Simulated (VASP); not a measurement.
**Sc: relaxation of cell and atoms with PBEsol**

The system is Sc.

```
Sc
1.0
     3.31948    0.00000    0.00000
    -1.65974    2.87475    0.00000
     0.00000    0.00000    5.16265
Sc
2
Cartesian
  0.0000 1.9165 1.2907
  1.6597 0.9583 3.8720
```

```json
{
 "Program": "VASP 6.6.1",
 "Task": "relaxation of cell and atoms",
 "Functional": "PBEsol",
 "Potentials or basis": "VASP PAW PBE potentials, release 64 (Sc_sv)",
 "Cutoff": "600 eV",
 "k mesh": "15 × 15 × 8",
 "Occupations": "gaussian, width 0.1 eV",
 "Spin": "no spin polarisation",
 "Dipole correction": "no",
 "Further INCAR settings": "ALGO = Fast; EDIFF = 1e-06; IBRION = 2; EDIFFG = -0.005; NSW = 70; ISIF = 3"
}
```

```json
{
 "Relaxed volume": "23.65 Å³/atom",
 "Relaxed cell": "a = 3.278 Å, b = 3.278 Å, c = 5.085 Å, α = 90.00°, β = 90.00°, γ = 120.00°",
 "Space group after relaxing (to 0.05 Å)": "P6_3/mmc (No. 194)",
 "Energy gained by relaxing": "6.7 meV/atom",
 "Ionic steps": "9",
 "Pressure after relaxing": "0.0 GPa",
 "Band gap on the k mesh": "zero (band 11 reaches 4.83 eV, above the bottom of band 12 at 3.26 eV)"
}
```

Step by step:
```tsv
step	energy change (eV)	largest force (eV/Å)	pressure (GPa)	volume (Å³)
1	0.0000	0.0000	-2.16	49.27
2	-0.0128	0.0000	0.49	46.94
3	-0.0134	0.0000	-0.01	47.33
4	-0.0133	0.0000	0.05	47.29
5	-0.0134	0.0000	-0.04	47.35
6	-0.0134	0.0000	-0.02	47.35
7	-0.0134	0.0000	0.01	47.33
8	-0.0134	0.0000	0.09	47.26
9	-0.0134	0.0000	0.00	47.31
```

Final structure:
```xyz
2
Lattice="3.2778 0.0000 0.0000 -1.6389 2.8386 0.0000 0.0000 0.0000 5.0846" Properties=species:S:1:pos:R:3 pbc="T T T"
Sc    0.0000    1.8924    1.2711
Sc    1.6389    0.9462    3.8134
```

Levels at points of the mesh, in eV from the Fermi level:
```
           k point  band 9  band 10  band 11  band 12  band 13  band 14
(0.00, 0.00, 0.00)   -5.21    -1.69     0.75     1.63     1.63     1.94
(0.00, 0.00, 0.50)   -3.60    -3.60     1.02     1.02     1.54     1.54
```

Wall time 5.2 min on 1 thread of Intel(R) Xeon(R) Platinum 8488C (Sapphire Rapids) (shared host), peak memory 0.27 GiB.

Caveat: the PAW data sets were made with another functional, which shifts forces and pressure a little.
